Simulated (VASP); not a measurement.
# InSe (C2/m) in VASP: single point with PBE+D3(BJ)

Aim: the single point of InSe with PBE+D3(BJ).

All numbers are computed with VASP 6.6.1; they aren't measurements. Logs are shortened: lines on timing, memory, paths and dates and some standing lists are left out, and cuts for length are marked.

**1. The cell of the first run**

The structure is monoclinic, space group C2/m (No. 12). Conventional cell: a = 6.983 Å, b = 4.032 Å, c = 17.122 Å, α = 90.00°, β = 101.77°, γ = 90.00°. Within 3.5 Å of In (site symmetry m) lie 3 Se at 2.66 Å and 1 In at 2.79 Å. In (site symmetry m) has 3 Se at 2.66 Å and 1 In at 2.79 Å within 3.5 Å. Within 3.5 Å of Se (site symmetry m) lie 3 In at 2.66 Å. Se (site symmetry m) has 3 In at 2.66 Å and 1 Se at 3.23 Å within 3.5 Å.

**2. Single point, PBE+D3(BJ) (the part above a cut slid along it)**

INCAR

```
SYSTEM = InSe
PREC = Accurate
ENCUT = 520
EDIFF = 1E-7
ISMEAR = 0
SIGMA = 0.03
LREAL = .FALSE.
LASPH = .TRUE.
NELM = 60
ALGO = Normal
ISIF = 2
LWAVE = .FALSE.
LCHARG = .FALSE.
GGA = PE
IVDW = 12
NBANDS = 48
ISYM = 0
```

KPOINTS

```
regular mesh
0
G
  9 9 2
  0 0 0
```

POSCAR

```
InSe
1.0
   -4.0317714892      0.0000000000      0.0000000000
   -2.0158857446     -3.4916165319      0.0000000000
   -2.0158857446      0.0000000000     16.7623717322
In Se
4 4
Direct
    0.2500042357      0.3333333333      0.1666581952
    0.3333375691      0.6666666667      0.6666581952
    0.1666624309      0.3333333333      0.3333418048
    0.2499957643      0.6666666667      0.8333418048
    0.0383977659      0.3333333333      0.5898711349
    0.6217310992      0.6666666667      0.0898711349
   -0.1217310992      0.3333333333      0.9101288651
    0.4616022341      0.6666666667      0.4101288651
```

Potentials or basis: VASP PAW PBE potentials, release 64 (In_d, Se).

On the command line:

```bash
$ cat potpaw_PBE.64/In_d/POTCAR potpaw_PBE.64/Se/POTCAR > POTCAR
$ mpirun -np 1 vasp_std > vasp.out
```

OUTCAR:

```text
SYSTEM = InSe
   PREC = Accurate
   ENCUT = 520
   EDIFF = 1E-7
   ISMEAR = 0
   LREAL = .FALSE.
   LASPH = .TRUE.
   NELM = 60
   ISIF = 2
   GGA = PE
   IVDW = 12
   ISYM = 0
 IVDW          = 12

 ion  position               nearest neighbor table
   1  0.250  0.333  0.167-   6 2.66   6 2.66   6 2.66   3 2.79
   2  0.333  0.667  0.667-   5 2.66   5 2.66   5 2.66   4 2.79
   3  0.167  0.333  0.333-   8 2.66   8 2.66   8 2.66   1 2.79
   4  0.250  0.667  0.833-   7 2.66   7 2.66   7 2.66   2 2.79
   5  0.038  0.333  0.590-   2 2.66   2 2.66   2 2.66
   6  0.622  0.667  0.090-   1 2.66   1 2.66   1 2.66
   7  0.878  0.333  0.910-   4 2.66   4 2.66   4 2.66
   8  0.462  0.667  0.410-   3 2.66   3 2.66   3 2.66

IMPORTANT INFORMATION: All symmetrisations will be switched off!
NOSYMM: (Re-)initialisation of all symmetry stuff for point group C_1.

----------------------------------------------------------------------------------------

                                     Primitive cell

  volume of cell :     235.9706

  direct lattice vectors                    reciprocal lattice vectors
    -4.031771489  0.000000000  0.000000000    -0.248029930  0.143200147 -0.029828714
    -2.015885745 -3.491616532  0.000000000     0.000000000 -0.286400294  0.000000000
    -2.015885745  0.000000000 16.762371732     0.000000000  0.000000000  0.059657429

  length of vectors
     4.031771489  4.031771489 16.883154368     0.287949441  0.286400294  0.059657429

  position of ions in fractional coordinates (direct lattice)
     0.250004236  0.333333333  0.166658195
     0.333337569  0.666666667  0.666658195
     0.166662431  0.333333333  0.333341805
     0.249995764  0.666666667  0.833341805
     0.038397766  0.333333333  0.589871135
     0.621731099  0.666666667  0.089871135
     0.878268901  0.333333333  0.910128865
     0.461602234  0.666666667  0.410128865

  ion indices of the primitive-cell ions
   primitive index   ion index
                 1           1
                 2           2
                 3           3
                 4           4
                 5           5
                 6           6
                 7           7
                 8           8

----------------------------------------------------------------------------------------

 KPOINTS: regular mesh

Automatic generation of k-mesh.
 Grid dimensions read from file:
 generate k-points for:    9    9    2

 Generating k-lattice:

  Cartesian coordinates                     Fractional coordinates (reciprocal lattice)
    -0.027558881  0.015911127 -0.003314302     0.111111111 -0.000000000 -0.000000000
     0.000000000 -0.031822255  0.000000000     0.000000000  0.111111111  0.000000000
     0.000000000  0.000000000  0.029828714     0.000000000  0.000000000  0.500000000

  Length of vectors
     0.031994382  0.031822255  0.029828714

  Shift w.r.t. Gamma in fractional coordinates (k-lattice)
     0.000000000  0.000000000  0.000000000

 -----------------------------------------------------------------------------
|                                                                             |
|           W    W    AA    RRRRR   N    N  II  N    N   GGGG   !!!           |
|           W    W   A  A   R    R  NN   N  II  NN   N  G    G  !!!           |
|           W    W  A    A  R    R  N N  N  II  N N  N  G       !!!           |
|           W WW W  AAAAAA  RRRRR   N  N N  II  N  N N  G  GGG   !            |
|           WW  WW  A    A  R   R   N   NN  II  N   NN  G    G                |
|           W    W  A    A  R    R  N    N  II  N    N   GGGG   !!!           |
|                                                                             |
|     Your reciprocal lattice and k-lattice belong to different lattice       |
|     classes:                                                                |
|                                                                             |
|        The reciprocal lattice is body-centered orthorhombic,                |
|        whereas your k-lattice is base-centered monoclinic.                  |
|                                                                             |
|     Results are often still useful ...                                      |
|                                                                             |
 -----------------------------------------------------------------------------

 WARNING: IBZKPT: internal override: KBLOWUP is changed to .FALSE.
      ... skipping the blow-up phase ...

 Subroutine IBZKPT returns following result:
 ===========================================

 Found     82 irreducible k-points:

 Following reciprocal coordinates:
            Coordinates               Weight
  0.000000  0.000000  0.000000      1.000000
  0.111111  0.000000  0.000000      2.000000
  0.222222 -0.000000  0.000000      2.000000
  0.333333 -0.000000  0.000000      2.000000
  0.444444 -0.000000  0.000000      2.000000
  0.000000  0.111111  0.000000      2.000000
[... 16 lines left out ...]
 -0.111111  0.222222  0.000000      2.000000
  0.000000  0.333333  0.000000      2.000000
 [... further k-points ...]
   k-points           NKPTS =     82   k-points in BZ     NKDIM =     82   number of bands    NBANDS=     48
   number of dos      NEDOS =    301   number of ions     NIONS =      8
   total plane-waves  NPLWV = 113400
   dimension x,y,z NGX =    30 NGY =   30 NGZ =  126
   dimension x,y,z NGXF=    60 NGYF=   60 NGZF=  252
   ions per type =               4   4
   NGX,Y,Z   is equivalent  to a cutoff of  12.37, 12.37, 12.41 a.u.
   NGXF,Y,Z  is equivalent  to a cutoff of  24.74, 24.74, 24.81 a.u.
 SYSTEM =  InSe
   PREC   = accura    normal or accurate (medium, high low for compatibility)
   ISTART =      0    job   : 0-new  1-cont  2-samecut
   ICHARG =      2    charge: 1-file 2-atom 10-const
   ISPIN  =      1    spin polarized calculation?
   LNONCOLLINEAR =      F non collinear calculations
   LSORBIT =      F    spin-orbit coupling
   LASPH  =      T    aspherical Exc in radial PAW
   ENCUT  =  520.0 eV  38.22 Ry    6.18 a.u.   7.50  7.50 31.39*2*pi/ulx,y,z
   NELM   =     60;   NELMIN=  2; NELMDL= -5     # of ELM steps
   EDIFF  = 0.1E-06   stopping-criterion for ELM
   LREAL  =      F    real-space projection
   EDIFFG = 0.1E-05   stopping-criterion for IOM
   NSW    =      0    number of steps for IOM
   IBRION =     -1    ionic relax: 0-MD 1-quasi-New 2-CG
   NFREE  =      0    steps in history (QN), initial steepest desc. (CG)
   ISIF   =      2    stress and relaxation
   ISYM   =      0    0-nonsym 1-usesym 2-fastsym
   POTIM  = 0.5000    time-step for ionic-motion
   TEBEG  =    0.0;   TEEND  =   0.0 temperature during run
   PSTRESS=    0.0 pullay stress
   NELECT =      76.0000    total number of electrons
   NUPDOWN=      -1.0000    fix difference up-down
   EMIN   =  10.00;   EMAX   =-10.00  energy-range for DOS
   EFERMI =   0.00;   METHOD = LEGACY
   ISMEAR =     0;   SIGMA  =   0.03  broadening in eV -4-tet -1-fermi 0-gaus
   EFERMI_NEDOS =   21; number of points for ismear=-14 and -15
   IALGO  =     38    algorithm
   IMIX   =      4    mixing-type and parameters
     AMIX     =   0.40;   BMIX     =  1.00
     AMIX_MAG =   1.60;   BMIX_MAG =  1.00
  volume/ion in A,a.u.               =      29.50       199.05
  Fermi-wavevector in a.u.,A,eV,Ry     =   1.122174  2.120601 17.133458  1.259274
  Thomas-Fermi vector in A             =   2.258832
   LORBIT       =      0    0 simple, 1 ext, 2 COOP (PROOUT), +10 PAW based schemes
   GGA     = PE    functional components
   LHFCALC =     F    Hartree Fock is set to
   AEXX    =    0.0000 exact exchange contribution
   IVDW    =    12    specifies the selected vdW correction
   LEPSILON=     F    determine dielectric tensor
   LRPA    =     F    only Hartree local field effects (RPA)
 non-spin polarized calculation
 Gauss-broadening in eV      SIGMA  =   0.03
  energy-cutoff  :      520.00
  volume of cell :      235.97
 maximum number of plane-waves:      6396
 NGX is ok and might be reduce to    30
   NGX = 15   NGY = 15   NGZ = 63

 number of electron      76.0000009 magnetization

 Free energy of the ion-electron system (eV)
  ---------------------------------------------------
  ext. energy  EPLUGINS =         0.00000000
  ---------------------------------------------------
  free energy    TOTEN  =       -28.21603327 eV

  energy without entropy =      -28.21603326  energy(sigma->0) =      -28.21603326

 E-fermi :   4.2884     XC(G=0):  -8.8673

 val. band max:        4.1932353034   @ k =   0.0000   0.0000   0.0000
 cond. band min:       4.3835572258   @ k =   0.0000   0.0000   0.0000
 fundamental gap:      0.1903219224
 Fermi energy:         4.2883940805

 k-point     1 :       0.0000    0.0000    0.0000
  band No.  band energies     occupation
      1     -10.7572      2.00000
      2     -10.7569      2.00000
      3     -10.5742      2.00000
      4     -10.5741      2.00000
      5     -10.5709      2.00000
      6     -10.5707      2.00000
[... 40 lines left out ...]
     47       9.2885      0.00000
     48       9.5167      0.00000

 k-point     2 :       0.1111    0.0000    0.0000
  band No.  band energies     occupation
      1     -10.7574      2.00000
      2     -10.7564      2.00000
      3     -10.6188      2.00000
      4     -10.6110      2.00000
      5     -10.5699      2.00000
      6     -10.5697      2.00000
[... 40 lines left out ...]
     47       8.8938      0.00000
     48       9.1582      0.00000

 k-point     3 :       0.2222   -0.0000    0.0000
  band No.  band energies     occupation
      1     -10.7767      2.00000
      2     -10.7685      2.00000
      3     -10.6882      2.00000
      4     -10.6778      2.00000
      5     -10.6370      2.00000
      6     -10.6220      2.00000
[... 1060 lines left out ...]
     47       8.4725      0.00000
     48       8.6205      0.00000

 k-point    24 :       0.0000    0.3333    0.0000
  band No.  band energies     occupation
      1     -10.8333      2.00000
      2     -10.8188      2.00000
      3     -10.7217      2.00000
      4     -10.7059      2.00000
      5     -10.7016      2.00000
      6     -10.6968      2.00000
[... 40 lines left out ...]
     47       8.5489      0.00000
     48       8.5605      0.00000

 [... further k-points ...]

------------------------ aborting loop because EDIFF is reached ----------------------------------------

 Edisp (eV)   -2.37277

 E8    (eV) :    -1.0869

  FORCE on cell =-STRESS in cart. coord.  units (eV):
  Direction    XX          YY          ZZ          XY          YZ          ZX
  --------------------------------------------------------------------------------------
  -------------------------------------------------------------------------------------
  Total       0.03624     0.26366     1.11907    -0.00082    -0.70869    -0.00209
  in kB       0.24605     1.79015     7.59817    -0.00554    -4.81180    -0.01416
  external pressure =        3.21 kB  Pullay stress =        0.00 kB

 VOLUME and BASIS-vectors are now :
 -----------------------------------------------------------------------------
  energy-cutoff  :      520.00
  volume of cell :      235.97
      direct lattice vectors                 reciprocal lattice vectors
    -4.031771489  0.000000000  0.000000000    -0.248029930  0.143200147 -0.029828714
    -2.015885745 -3.491616532  0.000000000     0.000000000 -0.286400294  0.000000000
    -2.015885745  0.000000000 16.762371732     0.000000000  0.000000000  0.059657429

 POSITION                                       TOTAL-FORCE (eV/Angst)
 -----------------------------------------------------------------------------------
     -2.01589     -1.16387      2.79359        -0.000056      0.027441      0.090725
     -4.03177     -2.32774     11.17477         0.000066      0.013940      0.006863
     -2.01589     -1.16387      5.58760        -0.000067     -0.013941     -0.006862
     -4.03177     -2.32774     13.96879         0.000056     -0.027439     -0.090726
     -2.01589     -1.16387      9.88764        -0.000262      0.005669     -0.011910
     -4.03177     -2.32774      1.50645         0.000330     -0.209670      0.178584
     -6.04766     -1.16387     15.25592        -0.000329      0.209670     -0.178584
     -4.03177     -2.32774      6.87473         0.000263     -0.005669      0.011910
 -----------------------------------------------------------------------------------
    total drift:                               -0.000001      0.000001      0.000002

  FREE ENERGIE OF THE ION-ELECTRON SYSTEM (eV)
  ---------------------------------------------------
  free  energy   TOTEN  =       -30.5888070657 eV

  energy  without entropy=      -30.5888070568  energy(sigma->0) =      -30.58880706
```

Wall time 35 min (1 thread of Oxide Virtual Turin-like, shared host); peak memory 0.78 GiB.

What came out:

```yaml
Free_energy: -30.5888 eV
Pressure: 0.3 GPa
Largest_force: 0.275 eV/Å
Band_gap_on_the_k_mesh: 0.19 eV
Dispersion_energy_per_atom: -0.297 eV
```

Forces on the atoms (eV/Å):
```
In   0.000  0.027  0.091
In   0.000  0.014  0.007
In   0.000 -0.014 -0.007
In   0.000 -0.027 -0.091
Se   0.000  0.006 -0.012
Se   0.000 -0.210  0.179
Se   0.000  0.210 -0.179
Se   0.000 -0.006  0.012
```

Stress tensor (GPa, compression positive):
```
 0.02  0.00  0.00
 0.00  0.18 -0.48
 0.00 -0.48  0.76
```

Levels at points of the mesh, in eV from the valence-band top:
| k point | band 34 | band 35 | band 36 | band 37 | band 38 | band 39 | band 40 | band 41 | band 42 | band 43 |
| --- | --- | --- | --- | --- | --- | --- | --- | --- | --- | --- |
| (0.00, 0.00, 0.00) | -1.43 | -1.33 | -1.28 | -1.27 | 0.00 | 0.19 | 1.54 | 1.83 | 1.98 | 4.04 |
| (0.00, 0.00, 0.50) | -1.36 | -1.28 | -1.26 | -1.11 | -0.93 | 1.01 | 1.11 | 1.91 | 1.99 | 4.02 |

Caveat: the cell differs from its parent crystal (the part above a cut slid along it); spin-orbit coupling is left out, which moves the levels of the heavy elements.
